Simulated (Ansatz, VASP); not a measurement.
**Two plane-wave programs on Ti**

INCAR

```
ALGO     = Normal         # electronic algorithm
EDIFF    = 1E-7           # SCF threshold, eV
ENCUT    = 520            # plane-wave cutoff, eV
ISIF     = 2              # what is computed and relaxed
ISMEAR   = 0              # smearing method
LASPH    = True           # aspherical terms in the spheres
LCHARG   = False          # write CHGCAR
LREAL    = False          # projectors in reciprocal space
LWAVE    = False          # write WAVECAR
NBANDS   = 12             # bands
NELM     = 100            # most SCF steps
PREC     = Accurate       # precision mode
SIGMA    = 0.15           # smearing width, eV
```

KPOINTS

```
k-points
0
Gamma
  20 20 20
```

The input POSCAR:

```
Ti
1.0
    0.0000000000      2.0005340298      2.0005340298
    1.9655246843      0.0000000000      2.0005340298
    1.9655246843      2.0005340298      0.0000000000
Ti
1
Direct
    0.0000000000      0.0000000000      0.0000000000
```

Input for Ansatz:

```yaml
crystal:
  lattice:
    - [0.0, 2.0005340298, 2.0005340298]
    - [1.9655246843, 0.0, 2.0005340298]
    - [1.9655246843, 2.0005340298, 0.0]
  atoms:
    - { symbol: Ti, position: [0.0, 0.0, 0.0] }
basis:
  ecutwfc: 520.0
kpoints:
  mp_grid: { grid: [20, 20, 20] }
hamiltonian:
  xc: lda
  pseudopotentials: { kind: paw, azcp: { folder: soft_1 } }
scf:
  occupations: { method: gaussian, width: 0.15 }
output:
  forces: true
  stress: true
  eigenvalues: true
```

Change from the starting cell: normal strain along x -0.0175, normal strain along y +0.0000.

Alike in both runs: task single point; functional LDA; k mesh 20 × 20 × 20; occupations gaussian, width 0.15 eV; no spin polarisation.

|  | VASP | Ansatz |
| --- | --- | --- |
| version | VASP 6.6.1 | Ansatz 0.2.0 |
| potentials or method | VASP PAW LDA potentials, release 64 (Ti_sv), cutoff 520 eV | scalar-relativistic, plane waves, PAW |
| valence electrons in the cell | 12 | 12 |

Ansatz gave:

* gap on the k mesh at the Fermi level (eV): none
* pressure (GPa): 2.3
* traceless stress, the component that is largest in VASP (GPa): 0.41

Problem. Which values does VASP return?

Solution. gap on the k mesh at the Fermi level (eV): none; pressure (GPa): 2.1; traceless stress, the component that is largest in VASP (GPa): 0.41.

Ansatz warns that its potentials were made for another functional, while VASP's fit it. LDA's correlation is that of Perdew and Zunger in VASP and of Perdew and Wang (1992) in Ansatz. A gap of «none» marks a metal or a gap that the smearing closes.
